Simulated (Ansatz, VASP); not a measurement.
# One calculation of Ca2ZrN3, two programs

```xyz
6
Lattice="5.8430 0.0000 0.0000 -2.9215 5.0602 0.0000 0.0000 0.0000 3.2456" Properties=species:S:1:pos:R:3 pbc="T T T"
Ca    2.9215    1.6867    1.6228
Ca    0.0000    3.3735    1.6228
Zr    0.0000    0.0000    1.6228
N    -1.4608    2.5301    0.0000
N     1.4608    2.5301    0.0000
N     2.9215    0.0000    0.0000
```

Change from the starting cell: species swapped into the TbB2Ir3 type (P6/mmm, No. 191).

Alike in both runs: functional PBE; k mesh 12 × 12 × 12; occupations gaussian, width 0.1 eV; no spin polarisation.

Ansatz relaxed the structure, and its values are those at the end. VASP's run is a single point on that final structure, the one shown.

```csv
,VASP,Ansatz
version,VASP 6.6.1,Ansatz 0.2.0
potentials or method,"VASP PAW PBE potentials, release 64 (Ca_sv, Zr_sv, N), cutoff 520 eV","scalar-relativistic, plane waves, PAW"
valence electrons in the cell,47,47
```

```tsv
	VASP	Ansatz	Ansatz less VASP
gap on the k mesh at the Fermi level (eV)	none	none	-
pressure (GPa)	0.4	0.0	-0.37
```

A gap of «none» marks a metal or a gap that the smearing closes.
